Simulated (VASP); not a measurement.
# NiPtC4N4 (P4/mmm) in VASP: single point with PBE

Aim: the single point of NiPtC4N4 with PBE.

Everything below comes from runs of VASP 6.6.1. Logs are shortened: lines on timing, memory, paths and dates and some standing lists are left out, and cuts for length are marked.

### Step 1. The cell of the first run

Symmetry: P4/mmm, No. 123, tetragonal system. Conventional cell: a = 7.205 Å, b = 7.205 Å, c = 3.963 Å, α = 90.00°, β = 90.00°, γ = 90.00°. Within 2.7 Å of Ni (site symmetry 4/mmm) lie 4 N at 2.01 Å. Pt (site symmetry 4/mmm) has 4 C at 1.92 Å within 2.5 Å. C (site symmetry m2m) has 1 N at 1.17 Å within 1.6 Å. N (site symmetry m2m) has 1 C at 1.17 Å within 1.6 Å.

### Step 2. Single point, PBE, collinear spin, ferromagnetic start

INCAR reads:

```
SYSTEM = NiPtC4N4
  PREC = Accurate
  ENCUT = 520
  EDIFF = 1E-6
  ISMEAR = 0
  SIGMA = 0.1
  LREAL = .False.
  LASPH = .True.
  NELM = 150
  ALGO = Normal
  ISIF = 2
  LWAVE = .False.
  LCHARG = .False.
  ISPIN = 2
  MAGMOM = 2 0 0 0 0 0 0 0 0 0
  LORBIT = 11
  LMAXMIX = 4
  GGA = PE
  NBANDS = 43
```

KPOINTS reads:

```
regular mesh
0
Gamma
  4 4 4
  0 0 0
```

POSCAR reads:

```
NiPtC4N4
1.0
    7.2047109900      0.0000000000      0.0000000000
    0.0000000000      7.2047109900      0.0000000000
    0.0000000000      0.0000000000      3.9630022200
Ni Pt C N
1 1 4 4
Direct
    0.5000000000      0.5000000000      0.0000000000
    0.0000000000      0.0000000000      0.0000000000
    0.1881440800      0.8118559200      0.0000000000
    0.8118559200      0.1881440800      0.0000000000
    0.1881440800      0.1881440800      0.0000000000
    0.8118559200      0.8118559200      0.0000000000
    0.3029738000      0.6970262000      0.0000000000
    0.6970262000      0.3029738000      0.0000000000
    0.3029738000      0.3029738000      0.0000000000
    0.6970262000      0.6970262000      0.0000000000
```

Potentials or basis: VASP PAW PBE potentials, release 64 (Ni, Pt, C, N).

On the command line:

```
$ cat potpaw_PBE.64/Ni/POTCAR potpaw_PBE.64/Pt/POTCAR potpaw_PBE.64/C/POTCAR potpaw_PBE.64/N/POTCAR > POTCAR
$ mpirun -np 1 vasp_std > vasp.out
```

OUTCAR:

```text
SYSTEM = NiPtC4N4
   PREC = Accurate
   ENCUT = 520
   EDIFF = 1E-6
   ISMEAR = 0
   LREAL = .False.
   LASPH = .True.
   NELM = 150
   ISIF = 2
   ISPIN = 2
   LORBIT = 11
   GGA = PE

 ion  position               nearest neighbor table
   1  0.500  0.500  0.000-   7 2.01   8 2.01   9 2.01  10 2.01
   2  0.000  0.000  0.000-   3 1.92   4 1.92   5 1.92   6 1.92
   3  0.188  0.812  0.000-   7 1.17   2 1.92
   4  0.812  0.188  0.000-   8 1.17   2 1.92
   5  0.188  0.188  0.000-   9 1.17   2 1.92
   6  0.812  0.812  0.000-  10 1.17   2 1.92
   7  0.303  0.697  0.000-   3 1.17   1 2.01
   8  0.697  0.303  0.000-   4 1.17   1 2.01
   9  0.303  0.303  0.000-   5 1.17   1 2.01
  10  0.697  0.697  0.000-   6 1.17   1 2.01

  LATTYP: Found a simple tetragonal cell.
 ALAT       =     7.2047109900
 C/A-ratio  =     0.5500570704

  Lattice vectors:

 A1 = (   7.2047109900,   0.0000000000,   0.0000000000)
 A2 = (   0.0000000000,   7.2047109900,   0.0000000000)
 A3 = (   0.0000000000,   0.0000000000,   3.9630022200)

Analysis of symmetry for initial positions (statically):
=====================================================================
 Subroutine PRICEL returns:
 Original cell was already a primitive cell.

 Routine SETGRP: Setting up the symmetry group for a
 simple tetragonal supercell.

 Subroutine GETGRP returns: Found 16 space group operations
 (whereof 16 operations were pure point group operations)
 out of a pool of 16 trial point group operations.

The static configuration has the point symmetry D_4h.

Analysis of symmetry for dynamics (positions and initial velocities):
=====================================================================
 Subroutine PRICEL returns:
 Original cell was already a primitive cell.

 Routine SETGRP: Setting up the symmetry group for a
 simple tetragonal supercell.

 Subroutine GETGRP returns: Found 16 space group operations
 (whereof 16 operations were pure point group operations)
 out of a pool of 16 trial point group operations.

The dynamic configuration has the point symmetry D_4h.

Analysis of structural, dynamic, and magnetic symmetry:
=====================================================================
 Subroutine PRICEL returns:
 Original cell was already a primitive cell.

 Routine SETGRP: Setting up the symmetry group for a
 simple tetragonal supercell.

 Subroutine GETGRP returns: Found 16 space group operations
 (whereof 16 operations were pure point group operations)
 out of a pool of 16 trial point group operations.

The overall configuration has the point symmetry D_4h.

 Subroutine INISYM returns: Found 16 space group operations
 (whereof 16 operations are pure point group operations),
 and found     1 'primitive' translations

----------------------------------------------------------------------------------------

                                     Primitive cell

  volume of cell :     205.7110

  direct lattice vectors                    reciprocal lattice vectors
     7.204710990  0.000000000  0.000000000     0.138798073  0.000000000  0.000000000
     0.000000000  7.204710990  0.000000000     0.000000000  0.138798073  0.000000000
     0.000000000  0.000000000  3.963002220     0.000000000  0.000000000  0.252333949

  length of vectors
     7.204710990  7.204710990  3.963002220     0.138798073  0.138798073  0.252333949

  position of ions in fractional coordinates (direct lattice)
     0.500000000  0.500000000  0.000000000
     0.000000000  0.000000000  0.000000000
     0.188144080  0.811855920  0.000000000
     0.811855920  0.188144080  0.000000000
     0.188144080  0.188144080  0.000000000
     0.811855920  0.811855920  0.000000000
     0.302973800  0.697026200  0.000000000
     0.697026200  0.302973800  0.000000000
     0.302973800  0.302973800  0.000000000
     0.697026200  0.697026200  0.000000000

  ion indices of the primitive-cell ions
   primitive index   ion index
                 1           1
                 2           2
                 3           3
                 4           4
                 5           5
                 6           6
[... 59 lines left out ...]
 SYSTEM =  NiPtC4N4
   PREC   = accura    normal or accurate (medium, high low for compatibility)
   ISTART =      0    job   : 0-new  1-cont  2-samecut
   ICHARG =      2    charge: 1-file 2-atom 10-const
   ISPIN  =      2    spin polarized calculation?
   LNONCOLLINEAR =      F non collinear calculations
   LSORBIT =      F    spin-orbit coupling
   LASPH  =      T    aspherical Exc in radial PAW
   ENCUT  =  520.0 eV  38.22 Ry    6.18 a.u.  13.40 13.40  7.37*2*pi/ulx,y,z
   NELM   =    150;   NELMIN=  2; NELMDL= -5     # of ELM steps
   EDIFF  = 0.1E-05   stopping-criterion for ELM
   LREAL  =      F    real-space projection
   EDIFFG = 0.1E-04   stopping-criterion for IOM
   NSW    =      0    number of steps for IOM
   IBRION =     -1    ionic relax: 0-MD 1-quasi-New 2-CG
   NFREE  =      0    steps in history (QN), initial steepest desc. (CG)
   ISIF   =      2    stress and relaxation
   ISYM   =      2    0-nonsym 1-usesym 2-fastsym
   POTIM  = 0.5000    time-step for ionic-motion
   TEBEG  =    0.0;   TEEND  =   0.0 temperature during run
   PSTRESS=    0.0 pullay stress
   NELECT =      56.0000    total number of electrons
   NUPDOWN=      -1.0000    fix difference up-down
   EMIN   =  10.00;   EMAX   =-10.00  energy-range for DOS
   EFERMI =   0.00;   METHOD = LEGACY
   ISMEAR =     0;   SIGMA  =   0.10  broadening in eV -4-tet -1-fermi 0-gaus
   EFERMI_NEDOS =   21; number of points for ismear=-14 and -15
   IALGO  =     38    algorithm
   IMIX   =      4    mixing-type and parameters
     AMIX     =   0.40;   BMIX     =  1.00
     AMIX_MAG =   1.60;   BMIX_MAG =  1.00
  volume/ion in A,a.u.               =      20.57       138.82
  Fermi-wavevector in a.u.,A,eV,Ry     =   1.061007  2.005013 15.316574  1.125736
  Thomas-Fermi vector in A             =   2.196408
   LORBIT       =     11    0 simple, 1 ext, 2 COOP (PROOUT), +10 PAW based schemes
   GGA     = PE    functional components
   LHFCALC =     F    Hartree Fock is set to
   AEXX    =    0.0000 exact exchange contribution
   IVDW    =     0    specifies the selected vdW correction
   LEPSILON=     F    determine dielectric tensor
   LRPA    =     F    only Hartree local field effects (RPA)
 spin polarized calculation
 Gauss-broadening in eV      SIGMA  =   0.10
  energy-cutoff  :      520.00
  volume of cell :      205.71
 maximum number of plane-waves:      5566
 NGX is ok and might be reduce to    54
   NGX = 27   NGY = 27   NGZ = 15

 number of electron      55.9999970 magnetization      -0.0008244

 number of electron      55.9999970 magnetization       0.0000809

 Free energy of the ion-electron system (eV)
  ---------------------------------------------------
  ext. energy  EPLUGINS =         0.00000000
  ---------------------------------------------------
  free energy    TOTEN  =       -78.32433928 eV

  energy without entropy =      -78.32370041  energy(sigma->0) =      -78.32401984

 E-fermi :  -1.1218     XC(G=0):  -7.1791

 val. band max:       -1.3109489447   @ k =   0.5000   0.0000   0.5000
 cond. band min:      -0.9699342923   @ k =   0.0000   0.0000   0.0000
 fundamental gap:      0.3410146524
 Fermi energy:        -1.1217543951

 spin component 1

 k-point     1 :       0.0000    0.0000    0.0000
  band No.  band energies     occupation
      1     -18.5500      1.00000
      2     -18.3709      1.00000
      3     -18.3709      1.00000
      4     -18.2914      1.00000
      5     -10.5585      1.00000
      6      -9.7111      1.00000
[... 763 lines left out ...]
     39       6.3251      0.00000
     40       6.9206      0.00000
 Fermi energy:        -1.1217543951

 spin component 2

 k-point     1 :       0.0000    0.0000    0.0000
  band No.  band energies     occupation
      1     -18.5499      1.00000
      2     -18.3709      1.00000
      3     -18.3709      1.00000
      4     -18.2913      1.00000
      5     -10.5585      1.00000
      6      -9.7111      1.00000
[... 763 lines left out ...]
     39       6.3251      0.00000
     40       6.9206      0.00000
 [bands above 40 left out]

------------------------ aborting loop because EDIFF is reached ----------------------------------------

  FORCE on cell =-STRESS in cart. coord.  units (eV):
  Direction    XX          YY          ZZ          XY          YZ          ZX
  --------------------------------------------------------------------------------------
  -------------------------------------------------------------------------------------
  Total       -2.6043790     -2.6043790      0.0017149      0.0000000      0.0000000      0.0000000
  in kB      -20.2841741    -20.2841741      0.0133561      0.0000000      0.0000000      0.0000000
  external PRESSURE =     -13.5183307 kB  Pullay stress =       0.0000000 kB

 VOLUME and BASIS-vectors are now :
 -----------------------------------------------------------------------------
  energy-cutoff  :      520.00
  volume of cell :      205.71
      direct lattice vectors                 reciprocal lattice vectors
     7.204710990  0.000000000  0.000000000     0.138798073  0.000000000  0.000000000
     0.000000000  7.204710990  0.000000000     0.000000000  0.138798073  0.000000000
     0.000000000  0.000000000  3.963002220     0.000000000  0.000000000  0.252333949

 POSITION                                       TOTAL-FORCE (eV/Angst)
 -----------------------------------------------------------------------------------
      3.60236      3.60236      0.00000        -0.000000     -0.000000      0.000000
      0.00000      0.00000      0.00000        -0.000000     -0.000000      0.000000
      1.35552      5.84919      0.00000         1.313436     -1.313436      0.000000
      5.84919      1.35552      0.00000        -1.313436      1.313436     -0.000000
      1.35552      1.35552      0.00000         1.313436      1.313436      0.000000
      5.84919      5.84919      0.00000        -1.313436     -1.313436      0.000000
      2.18284      5.02187      0.00000         1.158078     -1.158078     -0.000000
      5.02187      2.18284      0.00000        -1.158078      1.158078      0.000000
      2.18284      2.18284      0.00000         1.158078      1.158078      0.000000
      5.02187      5.02187      0.00000        -1.158078     -1.158078      0.000000
 -----------------------------------------------------------------------------------
    total drift:                                0.000000      0.000000     -0.000000

  FREE ENERGIE OF THE ION-ELECTRON SYSTEM (eV)
  ---------------------------------------------------
  free  energy   TOTEN  =       -78.3243392782 eV

  energy  without entropy=      -78.3237004098  energy(sigma->0) =      -78.32401984

 total charge

# of ion       s       p       d       tot
------------------------------------------
    1        0.358   0.403   8.217   8.978
    2        0.847   1.038   8.188  10.073
    3        0.947   1.663   0.000   2.610
    4        0.947   1.663   0.000   2.610
    5        0.947   1.663   0.000   2.610
    6        0.947   1.663   0.000   2.610
    7        1.282   2.581   0.000   3.863
    8        1.282   2.581   0.000   3.863
    9        1.282   2.581   0.000   3.863
   10        1.282   2.581   0.000   3.863
--------------------------------------------------
tot         10.122  18.418  16.406  44.945

 magnetization (x)

# of ion       s       p       d       tot
------------------------------------------
    1        0.000   0.000  -0.000  -0.000
    2        0.000  -0.000   0.000   0.000
    3       -0.000  -0.000   0.000  -0.000
    4       -0.000  -0.000   0.000  -0.000
    5       -0.000  -0.000   0.000  -0.000
    6       -0.000  -0.000   0.000  -0.000
    7       -0.000  -0.000   0.000  -0.000
    8       -0.000  -0.000   0.000  -0.000
    9       -0.000  -0.000   0.000  -0.000
   10       -0.000  -0.000   0.000  -0.000
--------------------------------------------------
tot          0.000  -0.000  -0.000  -0.000
```

It took 9.9 min on 1 thread of Intel Xeon Platinum 8375C at 2.90GHz (Ice Lake), shared host; peak memory 0.51 GiB.

What came out:

```yaml
Free_energy: -78.3243 eV
Pressure: -1.4 GPa
Largest_force: 1.857 eV/Å
Band_gap_on_the_k_mesh: 0.34 eV (least direct gap 0.36 eV)
Net_moment: 0.00 μB per cell
Valence_electrons_inside_the_program's_atomic_spheres: Ni 8.98; Pt 10.07; C 2.61; N 3.86
```

Forces in eV/Å, atoms in the order of the input:
```
Ni   0.000  0.000  0.000
Pt   0.000  0.000  0.000
C    1.313 -1.313  0.000
C   -1.313  1.313  0.000
C    1.313  1.313  0.000
C   -1.313 -1.313  0.000
N    1.158 -1.158  0.000
N   -1.158  1.158  0.000
N    1.158  1.158  0.000
N   -1.158 -1.158  0.000
```

Levels at points of the mesh, in eV from the valence-band top:
Spin up:
```tsv
k point	band 25	band 26	band 27	band 28	band 29	band 30	band 31	band 32
(0.00, 0.00, 0.00)	-1.01	-0.41	-0.32	-0.32	0.34	3.68	5.05	5.05
(0.50, 0.00, 0.00)	-1.31	-0.60	-0.52	-0.41	0.56	4.27	4.76	5.59
(0.50, 0.50, 0.00)	-1.27	-0.41	-0.32	-0.32	0.44	4.28	5.02	5.02
(0.00, 0.00, 0.50)	-0.60	-0.39	-0.39	0.00	0.36	1.85	5.18	5.18
(0.50, 0.00, 0.50)	-0.73	-0.59	-0.57	0.00	0.59	2.61	4.25	4.88
(0.50, 0.50, 0.50)	-0.64	-0.39	-0.39	-0.01	0.51	2.58	3.71	5.14
```
Spin down:
| k point | band 25 | band 26 | band 27 | band 28 | band 29 | band 30 | band 31 | band 32 |
| --- | --- | --- | --- | --- | --- | --- | --- | --- |
| (0.00, 0.00, 0.00) | -1.01 | -0.41 | -0.32 | -0.32 | 0.34 | 3.68 | 5.05 | 5.05 |
| (0.50, 0.00, 0.00) | -1.31 | -0.60 | -0.53 | -0.41 | 0.56 | 4.27 | 4.76 | 5.59 |
| (0.50, 0.50, 0.00) | -1.27 | -0.41 | -0.32 | -0.32 | 0.44 | 4.28 | 5.02 | 5.02 |
| (0.00, 0.00, 0.50) | -0.60 | -0.39 | -0.39 | 0.00 | 0.36 | 1.85 | 5.18 | 5.18 |
| (0.50, 0.00, 0.50) | -0.73 | -0.59 | -0.57 | 0.00 | 0.59 | 2.61 | 4.25 | 4.88 |
| (0.50, 0.50, 0.50) | -0.64 | -0.39 | -0.39 | -0.01 | 0.51 | 2.58 | 3.71 | 5.14 |

Caveat: the moments typed at the start vanished in this run; spin-orbit coupling is left out, which moves the levels of the heavy elements; forces of over 1 eV/Å act on the atoms, so gaps and moduli don't describe the material at rest. A k mesh can miss the band edges.
